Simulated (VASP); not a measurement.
# GaH3C2 (P6/mmm) in VASP: notebook, part 2 of 2

VASP 6.6.1.

**4. Single point, PBE, collinear spin**

This run uses another cell than the first one, of 6.86 Å³/atom.

Contents of INCAR:

```
PREC = Accurate
ENCUT = 520
EDIFF = 1E-6
ISMEAR = 0
SIGMA = 0.1
LREAL = False
LASPH = True
NELM = 150
ALGO = Normal
ISIF = 2
LWAVE = False
LCHARG = False
ISPIN = 2
MAGMOM = 0 0 0 0 1 1
LORBIT = 11
GGA = PE
NBANDS = 25
```

Contents of KPOINTS:

```
Automatic mesh
0
Gamma
  6 6 8
```

Contents of POSCAR:

```
GaH3C2
1.0
    4.6293242331      0.0000000000      0.0000000000
   -2.3146621166      4.0091123882      0.0000000000
    0.0000000000      0.0000000000      2.2180416730
Ga H C
1 3 2
Direct
    0.0000000000      0.0000000000      0.0000000000
    0.5000000000      0.0000000000      0.5000000000
    0.5000000000      0.5000000000      0.5000000000
    0.0000000000      0.5000000000      0.5000000000
    0.3333333333      0.6666666667      0.0000000000
    0.6666666667      0.3333333333      0.0000000000
```

Potentials or basis: VASP PAW PBE potentials, release 64 (Ga_d, H, C).

The run is started by

```
cat potpaw_PBE.64/Ga_d/POTCAR potpaw_PBE.64/H/POTCAR potpaw_PBE.64/C/POTCAR > POTCAR
mpirun -np 1 vasp_std > vasp.out
```

OUTCAR:

```text
PREC = Accurate
   ENCUT = 520
   EDIFF = 1E-6
   ISMEAR = 0
   LREAL = False
   LASPH = True
   NELM = 150
   ISIF = 2
   ISPIN = 2
   LORBIT = 11
   GGA = PE

 ion  position               nearest neighbor table
   1  0.000  0.000  0.000-
   2  0.500  0.000  0.500-
   3  0.500  0.500  0.500-
   4  0.000  0.500  0.500-
   5  0.333  0.667  0.000-
   6  0.667  0.333  0.000-

  LATTYP: Found a hexagonal cell.
 ALAT       =     4.6293242331
 C/A-ratio  =     0.4791286074

  Lattice vectors:

 A1 = (   4.6293242331,   0.0000000000,   0.0000000000)
 A2 = (  -2.3146621166,   4.0091123882,   0.0000000000)
 A3 = (   0.0000000000,   0.0000000000,   2.2180416730)

Analysis of symmetry for initial positions (statically):
=====================================================================
 Subroutine PRICEL returns:
 Original cell was already a primitive cell.

 Routine SETGRP: Setting up the symmetry group for a
 hexagonal supercell.

 Subroutine GETGRP returns: Found 24 space group operations
 (whereof 24 operations were pure point group operations)
 out of a pool of 24 trial point group operations.

The static configuration has the point symmetry D_6h.

Analysis of symmetry for dynamics (positions and initial velocities):
=====================================================================
 Subroutine PRICEL returns:
 Original cell was already a primitive cell.

 Routine SETGRP: Setting up the symmetry group for a
 hexagonal supercell.

 Subroutine GETGRP returns: Found 24 space group operations
 (whereof 24 operations were pure point group operations)
 out of a pool of 24 trial point group operations.

The dynamic configuration has the point symmetry D_6h.

Analysis of structural, dynamic, and magnetic symmetry:
=====================================================================
 Subroutine PRICEL returns:
 Original cell was already a primitive cell.

 Routine SETGRP: Setting up the symmetry group for a
[... 175 lines left out ...]
  band No.  band energies     occupation
      1     -10.2789      1.00000
      2     -10.2213      1.00000
      3      -9.4457      1.00000
      4      -9.4457      1.00000
      5      -8.9437      1.00000
      6      -8.9437      1.00000
[... 637 lines left out ...]
     23      20.7918      0.00000
     24      22.0538      0.00000

 [... further k-points ...]

 spin component 2

 k-point     1 :       0.0000    0.0000    0.0000
  band No.  band energies     occupation
      1     -10.2790      1.00000
      2     -10.2213      1.00000
      3      -9.4457      1.00000
      4      -9.4457      1.00000
      5      -8.9437      1.00000
      6      -8.9437      1.00000
[... 637 lines left out ...]
     23      20.7918      0.00000
     24      22.0538      0.00000

 [... further k-points ...]

 [bands above 24 left out]

------------------------ aborting loop because EDIFF is reached ----------------------------------------

  FORCE on cell =-STRESS in cart. coord.  units (eV):
  Direction    XX          YY          ZZ          XY          YZ          ZX
  --------------------------------------------------------------------------------------
  -------------------------------------------------------------------------------------
  Total       -0.2477041     -0.2477041      1.5343645      0.0000000      0.0000000     -0.0000000
  in kB       -9.6406913     -9.6406913     59.7177730      0.0000000      0.0000000     -0.0000000
  external PRESSURE =      13.4787968 kB  Pullay stress =       0.0000000 kB

 VOLUME and BASIS-vectors are now :
 -----------------------------------------------------------------------------
  energy-cutoff  :      520.00
  volume of cell :       41.17
      direct lattice vectors                 reciprocal lattice vectors
     4.629324233  0.000000000  0.000000000     0.216014250  0.124715885  0.000000000
    -2.314662117  4.009112388  0.000000000     0.000000000  0.249431770  0.000000000
     0.000000000  0.000000000  2.218041673     0.000000000  0.000000000  0.450848157

 POSITION                                       TOTAL-FORCE (eV/Angst)
 -----------------------------------------------------------------------------------
      0.00000      0.00000      0.00000        -0.000000      0.000000      0.000000
      2.31466      0.00000      1.10902        -0.000000      0.000000      0.000000
      1.15733      2.00456      1.10902        -0.000000      0.000000      0.000000
     -1.15733      2.00456      1.10902        -0.000000      0.000000      0.000000
     -0.00000      2.67274      0.00000         0.000000      0.000000      0.000000
      2.31466      1.33637      0.00000        -0.000000      0.000000      0.000000
 -----------------------------------------------------------------------------------
    total drift:                                0.000000     -0.000000      0.000000

  FREE ENERGIE OF THE ION-ELECTRON SYSTEM (eV)
  ---------------------------------------------------
  free  energy   TOTEN  =       -20.0564106728 eV

  energy  without entropy=      -20.0504707058  energy(sigma->0) =      -20.05344069

 total charge

# of ion       s       p       d       tot
------------------------------------------
    1        1.044   0.700  10.003  11.748
    2        0.394   0.030   0.000   0.424
    3        0.394   0.030   0.000   0.424
    4        0.394   0.030   0.000   0.424
    5        1.002   1.122   0.000   2.124
    6        1.002   1.122   0.000   2.124
--------------------------------------------------
tot          4.229   3.035  10.003  17.268

 magnetization (x)

# of ion       s       p       d       tot
------------------------------------------
    1        0.000  -0.000  -0.000  -0.000
    2       -0.000  -0.000   0.000  -0.000
    3       -0.000  -0.000   0.000  -0.000
    4       -0.000  -0.000   0.000  -0.000
    5        0.000   0.000   0.000   0.000
    6        0.000   0.000   0.000   0.000
--------------------------------------------------
tot         -0.000  -0.000  -0.000  -0.000
```

stdout:

```text
POSCAR found type information on POSCAR GaH C
 POSCAR found :  3 types and       6 ions
 scaLAPACK will be used
 LDA part: xc-table for (Slater+PW92), standard interpolation
 POSCAR, INCAR and KPOINTS ok, starting setup
 FFT: planning ... GRIDC
 FFT: planning ... GRID_SOFT
 FFT: planning ... GRID
 WAVECAR not read
 entering main loop
```

Run time: 26 s. Hardware: 1 thread of Intel Xeon 6975P-C (Granite Rapids), shared host; peak memory 0.2 GiB.

What came out:

| Item | Value |
| --- | --- |
| Free energy | -20.0564 eV |
| Pressure | 1.3 GPa |
| Band gap on the k mesh | zero (filled and empty bands overlap) |
| Net moment | 0.00 μB per cell |
| Valence electrons inside the program's atomic spheres | Ga 11.75; H 0.42; C 2.12 |

Caveat: the stress differs along the axes, from -1 to 6 GPa.

**5. The runs side by side**

| task | spin | cell | k mesh | cutoff (eV) | gap on the mesh (eV) | pressure (GPa) |
| --- | --- | --- | --- | --- | --- | --- |
| single point | off | a = 4.636, b = 4.636, c = 2.235 Å, angles 90.0, 90.0, 120.0°, 6 atoms | 12 × 12 × 16 | 520 | none | 0.0 |
| relaxation of cell and atoms | off | relaxed from a = 4.629, b = 4.629, c = 2.218 Å, angles 90.0, 90.0, 120.0°, 6 atoms | 12 × 12 × 16 | 600 | none | -0.1 |
| single point | collinear | a = 4.629, b = 4.629, c = 2.218 Å, angles 90.0, 90.0, 120.0°, 6 atoms | 6 × 6 × 8 | 520 | none | 1.3 |

Alike in all rows: level PBE; potentials or basis VASP PAW PBE potentials, release 64 (Ga_d, H, C); smearing gaussian 0.1 eV.

Caveats: the stress differs along the axes, from -1 to 6 GPa (at least some runs).

Absolute energies hang on the potentials; compare differences alone.
